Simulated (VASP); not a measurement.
# In3Sb2As (Pmm2) in VASP: a series of runs, part 2 of 2

VASP 6.6.1.

## 3. Single point, PBE

This run uses another cell than the first one, of 27.82 Å³/atom.

INCAR reads:

```
SYSTEM = In3Sb2As
PREC = Accurate
ENCUT = 520
EDIFF = 1E-7
ISMEAR = 0
SIGMA = 0.1
LREAL = .False.
LASPH = .True.
NELM = 80
ALGO = Normal
ISIF = 2
LWAVE = .False.
LCHARG = .False.
GGA = PE
NBANDS = 36
```

KPOINTS reads:

```
regular mesh
0
Gamma
  6 1 6
  0 0 0
```

POSCAR reads:

```
In3Sb2As
1.0
    3.0136320578      0.0000000000      0.0000000000
    0.0000000000     18.3945659165      0.0000000000
    0.0000000000      0.0000000000      3.0110387393
In Sb As
3 2 1
Direct
    0.0000000000      0.1599909511     -0.0908285079
    0.0000000000      0.5000000000     -0.1598522607
    0.0000000000      0.8400090489     -0.0908285079
    0.0000000000      0.3301371633      0.8862774989
    0.0000000000      0.6698628367      0.8862774989
    0.0000000000      0.0000000000      0.8189542787
```

Potentials or basis: VASP PAW PBE potentials, release 64 (In_d, Sb, As).

On the command line:

```console
> cat potpaw_PBE.64/In_d/POTCAR potpaw_PBE.64/Sb/POTCAR potpaw_PBE.64/As/POTCAR > POTCAR
> mpirun -np 1 vasp_std > vasp.out
```

OUTCAR:

```text
SYSTEM = In3Sb2As
   PREC = Accurate
   ENCUT = 520
   EDIFF = 1E-7
   ISMEAR = 0
   LREAL = .False.
   LASPH = .True.
   NELM = 80
   ISIF = 2
   GGA = PE

 ion  position               nearest neighbor table
   1  0.000  0.160  0.909-   6 2.96   4 3.13
   2  0.000  0.500  0.840-   4 3.13   5 3.13
   3  0.000  0.840  0.909-   6 2.96   5 3.13
   4  0.000  0.330  0.886-   2 3.13   1 3.13
   5  0.000  0.670  0.886-   2 3.13   3 3.13
   6  0.000  0.000  0.819-   1 2.96   3 2.96

  LATTYP: Found a simple orthorhombic cell.
 ALAT       =     3.0110387393
 B/A-ratio  =     1.0008612704
 C/A-ratio  =     6.1090432602

  Lattice vectors:

 A1 = (   0.0000000000,   0.0000000000,   3.0110387393)
 A2 = (   3.0136320578,   0.0000000000,   0.0000000000)
 A3 = (   0.0000000000,  18.3945659165,   0.0000000000)

Analysis of symmetry for initial positions (statically):
=====================================================================
 Subroutine PRICEL returns:
 Original cell was already a primitive cell.

 Routine SETGRP: Setting up the symmetry group for a
 simple orthorhombic supercell.

 Subroutine GETGRP returns: Found  4 space group operations
 (whereof  4 operations were pure point group operations)
 out of a pool of  8 trial point group operations.

The static configuration has the point symmetry C_2v.

Analysis of symmetry for dynamics (positions and initial velocities):
=====================================================================
 Subroutine PRICEL returns:
 Original cell was already a primitive cell.

 Routine SETGRP: Setting up the symmetry group for a
 simple orthorhombic supercell.

 Subroutine GETGRP returns: Found  4 space group operations
 (whereof  4 operations were pure point group operations)
 out of a pool of  8 trial point group operations.

The dynamic configuration has the point symmetry C_2v.

 Subroutine INISYM returns: Found  4 space group operations
 (whereof  4 operations are pure point group operations),
 and found     1 'primitive' translations

----------------------------------------------------------------------------------------

                                     Primitive cell

  volume of cell :     166.9153

  direct lattice vectors                    reciprocal lattice vectors
     3.013632058  0.000000000  0.000000000     0.331825512  0.000000000  0.000000000
     0.000000000 18.394565916  0.000000000     0.000000000  0.054363881  0.000000000
     0.000000000  0.000000000  3.011038739     0.000000000  0.000000000  0.332111303

  length of vectors
     3.013632058 18.394565916  3.011038739     0.331825512  0.054363881  0.332111303

  position of ions in fractional coordinates (direct lattice)
     0.000000000  0.159990951  0.909171492
     0.000000000  0.500000000  0.840147739
     0.000000000  0.840009049  0.909171492
     0.000000000  0.330137163  0.886277499
     0.000000000  0.669862837  0.886277499
     0.000000000  0.000000000  0.818954279

  ion indices of the primitive-cell ions
   primitive index   ion index
                 1           1
                 2           2
                 3           3
                 4           4
[... 26 lines left out ...]

 Found     16 irreducible k-points:

 Following reciprocal coordinates:
            Coordinates               Weight
  0.000000  0.000000  0.000000      1.000000
  0.166667  0.000000  0.000000      2.000000
  0.333333  0.000000  0.000000      2.000000
  0.500000  0.000000  0.000000      1.000000
  0.000000  0.000000  0.166667      2.000000
  0.166667  0.000000  0.166667      4.000000
[... 8 lines left out ...]
  0.333333  0.000000  0.500000      2.000000
  0.500000  0.000000  0.500000      1.000000
   k-points           NKPTS =     16   k-points in BZ     NKDIM =     16   number of bands    NBANDS=     36
   number of dos      NEDOS =    301   number of ions     NIONS =      6
   total plane-waves  NPLWV =  80640
   dimension x,y,z NGX =    24 NGY =  140 NGZ =   24
   dimension x,y,z NGXF=    48 NGYF=  280 NGZF=   48
   ions per type =               3   2   1
   NGX,Y,Z   is equivalent  to a cutoff of  13.24, 12.65, 13.25 a.u.
   NGXF,Y,Z  is equivalent  to a cutoff of  26.48, 25.31, 26.50 a.u.
 SYSTEM =  In3Sb2As
   PREC   = accura    normal or accurate (medium, high low for compatibility)
   ISTART =      0    job   : 0-new  1-cont  2-samecut
   ICHARG =      2    charge: 1-file 2-atom 10-const
   ISPIN  =      1    spin polarized calculation?
   LNONCOLLINEAR =      F non collinear calculations
   LSORBIT =      F    spin-orbit coupling
   LASPH  =      T    aspherical Exc in radial PAW
   ENCUT  =  520.0 eV  38.22 Ry    6.18 a.u.   5.60 34.20  5.60*2*pi/ulx,y,z
   NELM   =     80;   NELMIN=  2; NELMDL= -5     # of ELM steps
   EDIFF  = 0.1E-06   stopping-criterion for ELM
   LREAL  =      F    real-space projection
   EDIFFG = 0.1E-05   stopping-criterion for IOM
   NSW    =      0    number of steps for IOM
   IBRION =     -1    ionic relax: 0-MD 1-quasi-New 2-CG
   NFREE  =      0    steps in history (QN), initial steepest desc. (CG)
   ISIF   =      2    stress and relaxation
   ISYM   =      2    0-nonsym 1-usesym 2-fastsym
   POTIM  = 0.5000    time-step for ionic-motion
   TEBEG  =    0.0;   TEEND  =   0.0 temperature during run
   PSTRESS=    0.0 pullay stress
   NELECT =      54.0000    total number of electrons
   NUPDOWN=      -1.0000    fix difference up-down
   EMIN   =  10.00;   EMAX   =-10.00  energy-range for DOS
   EFERMI =   0.00;   METHOD = LEGACY
   ISMEAR =     0;   SIGMA  =   0.10  broadening in eV -4-tet -1-fermi 0-gaus
   EFERMI_NEDOS =   21; number of points for ismear=-14 and -15
   IALGO  =     38    algorithm
   IMIX   =      4    mixing-type and parameters
     AMIX     =   0.40;   BMIX     =  1.00
     AMIX_MAG =   1.60;   BMIX_MAG =  1.00
  volume/ion in A,a.u.               =      27.82       187.73
  Fermi-wavevector in a.u.,A,eV,Ry     =   1.123847  2.123764 17.184610  1.263033
  Thomas-Fermi vector in A             =   2.260516
   LORBIT       =      0    0 simple, 1 ext, 2 COOP (PROOUT), +10 PAW based schemes
   GGA     = PE    functional components
   LHFCALC =     F    Hartree Fock is set to
   AEXX    =    0.0000 exact exchange contribution
   IVDW    =     0    specifies the selected vdW correction
   LEPSILON=     F    determine dielectric tensor
   LRPA    =     F    only Hartree local field effects (RPA)
 non-spin polarized calculation
 Gauss-broadening in eV      SIGMA  =   0.10
  energy-cutoff  :      520.00
  volume of cell :      166.92
 maximum number of plane-waves:      4533
 NGX is ok and might be reduce to    24
   NGX = 11   NGY = 69   NGZ = 11

 number of electron      54.0000004 magnetization

 Free energy of the ion-electron system (eV)
  ---------------------------------------------------
  ext. energy  EPLUGINS =         0.00000000
  ---------------------------------------------------
  free energy    TOTEN  =       -20.35701420 eV

  energy without entropy =      -20.35071212  energy(sigma->0) =      -20.35386316

 E-fermi :   6.6586     XC(G=0):  -9.7458

 val. band max:        6.4920190658   @ k =   0.5000   0.0000   0.3333
 cond. band min:       6.6782095159   @ k =   0.5000   0.0000   0.0000
 fundamental gap:      0.1861904501
 Fermi energy:         6.6585554660

 k-point     1 :       0.0000    0.0000    0.0000
  band No.  band energies     occupation
      1      -8.6501      2.00000
      2      -8.6041      2.00000
      3      -8.6041      2.00000
      4      -8.3786      2.00000
      5      -8.3437      2.00000
      6      -8.3243      2.00000
[... 613 lines left out ...]
     35       9.3369      0.00000
     36       9.4754      0.00000

------------------------ aborting loop because EDIFF is reached ----------------------------------------

  FORCE on cell =-STRESS in cart. coord.  units (eV):
  Direction    XX          YY          ZZ          XY          YZ          ZX
  --------------------------------------------------------------------------------------
  -------------------------------------------------------------------------------------
  Total        0.1520143     -0.0827957      0.3797296      0.0000000      0.0000000      0.0000000
  in kB        1.4591463     -0.7947349      3.6449277      0.0000000      0.0000000      0.0000000
  external PRESSURE =       1.4364464 kB  Pullay stress =       0.0000000 kB

 VOLUME and BASIS-vectors are now :
 -----------------------------------------------------------------------------
  energy-cutoff  :      520.00
  volume of cell :      166.92
      direct lattice vectors                 reciprocal lattice vectors
     3.013632058  0.000000000  0.000000000     0.331825512  0.000000000  0.000000000
     0.000000000 18.394565916  0.000000000     0.000000000  0.054363881  0.000000000
     0.000000000  0.000000000  3.011038739     0.000000000  0.000000000  0.332111303

 POSITION                                       TOTAL-FORCE (eV/Angst)
 -----------------------------------------------------------------------------------
      0.00000      2.94296      2.73755        -0.000000     -0.033718     -0.009468
      0.00000      9.19728      2.52972         0.000000      0.000000      0.005454
      0.00000     15.45160      2.73755        -0.000000      0.033718     -0.009468
      0.00000      6.07273      2.66862         0.000000      0.002728     -0.002975
      0.00000     12.32184      2.66862         0.000000     -0.002728     -0.002975
      0.00000      0.00000      2.46590         0.000000      0.000000      0.019432
 -----------------------------------------------------------------------------------
    total drift:                               -0.000000      0.000000      0.000273

  FREE ENERGIE OF THE ION-ELECTRON SYSTEM (eV)
  ---------------------------------------------------
  free  energy   TOTEN  =       -20.3570141975 eV

  energy  without entropy=      -20.3507121183  energy(sigma->0) =      -20.35386316
```

Wall time 56 s (1 thread of Intel Xeon Platinum 8488C (Sapphire Rapids), shared host); peak memory 0.31 GiB.

Results:

* Free energy: -20.3570 eV
* Pressure: 0.1 GPa
* Largest force: 0.035 eV/Å
* Band gap on the k mesh: zero (bands 27 and 28 overlap by 4.82 eV)

Forces on the atoms (eV/Å):
```
In   0.000 -0.034 -0.009
In   0.000  0.000  0.005
In   0.000  0.034 -0.009
Sb   0.000  0.003 -0.003
Sb   0.000 -0.003 -0.003
As   0.000  0.000  0.019
```

Levels at points of the mesh, in eV from the Fermi level:
```
           k point  band 25  band 26  band 27  band 28  band 29  band 30
(0.00, 0.00, 0.00)     1.46     1.51     2.91     2.93     4.50     4.53
(0.50, 0.00, 0.00)    -2.55    -2.53    -2.47    -1.90     0.02     0.14
(0.00, 0.00, 0.50)    -2.63    -2.56    -2.37    -1.92     0.05     0.17
(0.50, 0.00, 0.50)    -1.58    -1.21    -0.18     0.28     0.28     0.32
```

Caveat: spin-orbit coupling is left out, which moves the levels of the heavy elements.

## 4. Relaxation of cell and atoms, PBE

INCAR reads:

```
PREC     = Accurate       # precision mode
ENCUT    = 600            # plane-wave cutoff, eV
EDIFF    = 1E-6           # SCF threshold, eV
ISMEAR   = 0              # smearing method
SIGMA    = 0.1            # smearing width, eV
LREAL    = F              # projectors in reciprocal space
LASPH    = T              # aspherical terms in the spheres
NELM     = 100            # most SCF steps
ALGO     = Normal         # electronic algorithm
ISIF     = 3              # what is computed and relaxed
LWAVE    = F              # write WAVECAR
LCHARG   = F              # write CHGCAR
GGA      = PE             # functional
IBRION   = 2              # ionic algorithm
NSW      = 90             # ionic steps
EDIFFG   = -0.04          # ionic threshold
```

KPOINTS reads:

```
Automatic mesh
0
Gamma
  6 1 6
```

POSCAR reads:

```
In3Sb2As
1.0
    2.9805661500      0.0000000000      0.0000000000
    0.0000000000     17.2094771100      0.0000000000
    0.0000000000      0.0000000000      3.1306666800
In Sb As
3 2 1
Direct
    0.0000000000      0.1666666700      0.0000000000
    0.0000000000      0.5000000000      0.0000000000
    0.0000000000      0.8333333300      0.0000000000
    0.0000000000      0.3333333300      0.7500000000
    0.0000000000      0.6666666700      0.7500000000
    0.0000000000      0.0000000000      0.7500000000
```

On the command line:

```console
> cat potpaw_PBE.64/In_d/POTCAR potpaw_PBE.64/Sb/POTCAR potpaw_PBE.64/As/POTCAR > POTCAR
> mpirun -np 1 vasp_std > vasp.out
```

Wall time 11 min (1 thread of Intel Xeon Platinum 8488C (Sapphire Rapids), shared host); peak memory 0.37 GiB.

Results (log left out):

```yaml
Free_energy: -20.3320 eV
Relaxed_volume: 27.67 Å³/atom
Relaxed_cell: a = 3.003 Å, b = 18.100 Å, c = 3.055 Å, α = 90.00°, β = 90.00°, γ = 90.00°
Space_group_after_relaxing_to_0.1_Å: Pmm2 (No. 25)
Energy_gained_by_relaxing: 42.8 meV/atom
Ionic_steps: 16
Pressure_after_relaxing: 0.1 GPa
Largest_force_after_relaxing: 0.025 eV/Å
Band_gap_on_the_k_mesh: zero (bands 27 and 28 overlap by 4.63 eV)
```

Forces in eV/Å, atoms in the order of the input:
```
In   0.000  0.003 -0.010
In   0.000  0.000 -0.025
In   0.000 -0.003 -0.010
Sb   0.000  0.003  0.024
Sb   0.000 -0.003  0.024
As   0.000  0.000 -0.001
```

Stress tensor (GPa, compression positive):
```
 0.05  0.00  0.00
 0.00  0.20  0.00
 0.00  0.00 -0.01
```

Step by step:
| step | energy change (eV) | largest force (eV/Å) | pressure (GPa) | volume (Å³) |
| --- | --- | --- | --- | --- |
| 1 | 0.0000 | 0.6588 | 2.00 | 160.58 |
| 2 | -0.1765 | 0.3615 | -0.60 | 168.35 |
| 3 | -0.1822 | 0.3066 | -1.14 | 170.51 |
| 4 | -0.2204 | 0.2127 | -0.26 | 167.49 |
| 5 | -0.2204 | 0.2118 | -0.25 | 167.47 |
| 6 | -0.2297 | 0.1848 | 0.05 | 166.20 |
| 7 | -0.2336 | 0.1480 | 0.44 | 164.65 |
| 8 | -0.2403 | 0.1155 | 0.24 | 165.37 |
| 9 | -0.2418 | 0.1109 | -0.32 | 167.37 |
| 10 | -0.2441 | 0.1121 | -0.11 | 166.51 |
| 11 | -0.2505 | 0.0968 | -0.14 | 166.74 |
| 12 | -0.2529 | 0.0832 | -0.17 | 166.99 |
| 13 | -0.2544 | 0.0665 | 0.09 | 166.15 |
| 14 | -0.2544 | 0.0660 | 0.09 | 166.12 |
| 15 | -0.2558 | 0.0446 | 0.08 | 166.08 |
| 16 | -0.2567 | 0.0253 | 0.08 | 166.02 |

Final structure:
```cif
data_structure
_symmetry_space_group_name_H-M 'P 1'
_symmetry_Int_Tables_number 1
_cell_length_a 3.0026
_cell_length_b 18.1004
_cell_length_c 3.0548
_cell_angle_alpha 90.000
_cell_angle_beta 90.000
_cell_angle_gamma 90.000
_cell_volume 166.02
loop_
_atom_site_label
_atom_site_type_symbol
_atom_site_fract_x
_atom_site_fract_y
_atom_site_fract_z
_atom_site_occupancy
In1 In 0.00000 0.15773 0.98948 1
In2 In 0.00000 0.50000 0.99781 1
In3 In 0.00000 0.84227 0.98948 1
Sb1 Sb 0.00000 0.32907 0.75404 1
Sb2 Sb 0.00000 0.67093 0.75404 1
As1 As 0.00000 0.00000 0.76517 1
```

Levels at points of the mesh, in eV from the Fermi level:
| k point | band 24 | band 25 | band 26 | band 27 | band 28 | band 29 | band 30 | band 31 |
| --- | --- | --- | --- | --- | --- | --- | --- | --- |
| (0.00, 0.00, 0.00) | -2.50 | 1.65 | 1.67 | 2.68 | 3.05 | 4.12 | 4.12 | 4.58 |
| (0.50, 0.00, 0.00) | -3.38 | -2.53 | -2.52 | -2.43 | -1.81 | 0.20 | 0.27 | 2.89 |
| (0.00, 0.00, 0.50) | -3.30 | -2.87 | -2.86 | -2.24 | -1.96 | 0.30 | 0.34 | 1.83 |
| (0.50, 0.00, 0.50) | -2.97 | -1.66 | -1.20 | 0.08 | 0.11 | 0.16 | 0.20 | 0.23 |

Caveat: the k points lie up to 0.35 Å⁻¹ apart in the final cell, too coarse for converged energies and pressures of a metal; spin-orbit coupling is left out, which moves the levels of the heavy elements.

## 5. Single point, PBE

This run uses another cell than the first one, of 27.98 Å³/atom.

INCAR reads:

```
SYSTEM = In3Sb2As
PREC     = Accurate       ! precision mode
ENCUT    = 520            ! plane-wave cutoff, eV
EDIFF    = 1E-6           ! SCF threshold, eV
ISMEAR   = 0              ! smearing method
SIGMA    = 0.1            ! smearing width, eV
LREAL    = .FALSE.        ! projectors in reciprocal space
LASPH    = .TRUE.         ! aspherical terms in the spheres
NELM     = 80             ! most SCF steps
ALGO     = Normal         ! electronic algorithm
ISIF     = 2              ! what is computed and relaxed
LWAVE    = .FALSE.        ! write WAVECAR
LCHARG   = .FALSE.        ! write CHGCAR
GGA      = PE             ! functional
NBANDS   = 36             ! bands
```

KPOINTS reads:

```
regular mesh
0
G
  12 2 12
  0 0 0
```

POSCAR reads:

```
In3Sb2As
1.0
    3.0367416316      0.0000000000      0.0000000000
    0.0000000000     18.1566419803      0.0000000000
    0.0000000000      0.0000000000      3.0453145518
In Sb As
3 2 1
Direct
    0.0000000000      0.1555276774      0.9357294953
    0.0000000000      0.5000000000      0.8706230809
    0.0000000000      0.8444723226      0.9357294953
    0.0000000000      0.3287463917      0.8747191814
    0.0000000000      0.6712536083      0.8747191814
    0.0000000000      0.0000000000      0.7584795657
```

On the command line:

```console
> cat potpaw_PBE.64/In_d/POTCAR potpaw_PBE.64/Sb/POTCAR potpaw_PBE.64/As/POTCAR > POTCAR
> mpirun -np 1 vasp_std > vasp.out
```

Wall time 5.4 min (1 thread of Intel Xeon Platinum 8488C (Sapphire Rapids), shared host); peak memory 0.64 GiB.

The run converged. Its results:

| Item | Value |
| --- | --- |
| Free energy | -20.0626 eV |
| Pressure | 0.0 GPa |
| Band gap on the k mesh | zero (bands 27 and 28 overlap by 4.73 eV) |

Forces on the atoms (eV/Å):
```
In   0.000  0.002  0.000
In   0.000  0.000  0.000
In   0.000 -0.002  0.000
Sb   0.000  0.000  0.001
Sb   0.000  0.000  0.001
As   0.000  0.000 -0.001
```

Levels at points of the mesh, in eV from the Fermi level:
```csv
k point,band 25,band 26,band 27,band 28,band 29,band 30
"(0.00, 0.00, 0.00)",1.99,2.03,3.15,3.20,4.48,4.57
"(0.50, 0.00, 0.00)",-2.25,-2.23,-2.20,-1.47,0.39,0.47
"(0.00, 0.50, 0.00)",0.37,3.13,3.20,3.95,4.38,4.48
"(0.50, 0.50, 0.00)",-2.43,-1.88,-1.60,-1.26,-1.16,1.79
"(0.00, 0.00, 0.50)",-2.52,-2.22,-2.05,-1.53,0.44,0.51
"(0.50, 0.00, 0.50)",-1.55,-1.11,-0.08,0.50,0.53,0.55
"(0.00, 0.50, 0.50)",-2.57,-1.96,-1.68,-1.13,-1.08,1.69
"(0.50, 0.50, 0.50)",-1.61,-0.84,-0.49,0.35,0.36,0.81
```

Caveat: spin-orbit coupling is left out, which moves the levels of the heavy elements.

## 6. Overview

| task | cell | k mesh | cutoff (eV) | gap on the mesh (eV) | pressure (GPa) | largest force (eV/Å) |
| --- | --- | --- | --- | --- | --- | --- |
| single point | a = 2.981, b = 17.209, c = 3.131 Å, 6 atoms, atomic positions A | 6 × 1 × 6 | 520 | none | 2.0 | 0.66 |
| single point | a = 3.014, b = 18.395, c = 3.011 Å, 6 atoms, atomic positions B | 6 × 1 × 6 | 520 | none | 0.1 | 0.04 |
| relaxation of cell and atoms | relaxed from a = 2.981, b = 17.209, c = 3.131 Å, 6 atoms, atomic positions A | 6 × 1 × 6 | 600 | none | 0.1 | 0.03 |
| single point | a = 3.037, b = 18.157, c = 3.045 Å, 6 atoms, atomic positions C | 12 × 2 × 12 | 520 | none | 0.0 | - |

Alike in all rows: level PBE; potentials or basis VASP PAW PBE potentials, release 64 (In_d, Sb, As); no spin polarisation; smearing gaussian 0.1 eV.

Caveats: some runs use coarse meshes; spin-orbit coupling is left out, which moves the levels of the heavy elements.

Total energies depend on the potentials used, so only differences within one code and one set of settings carry meaning.
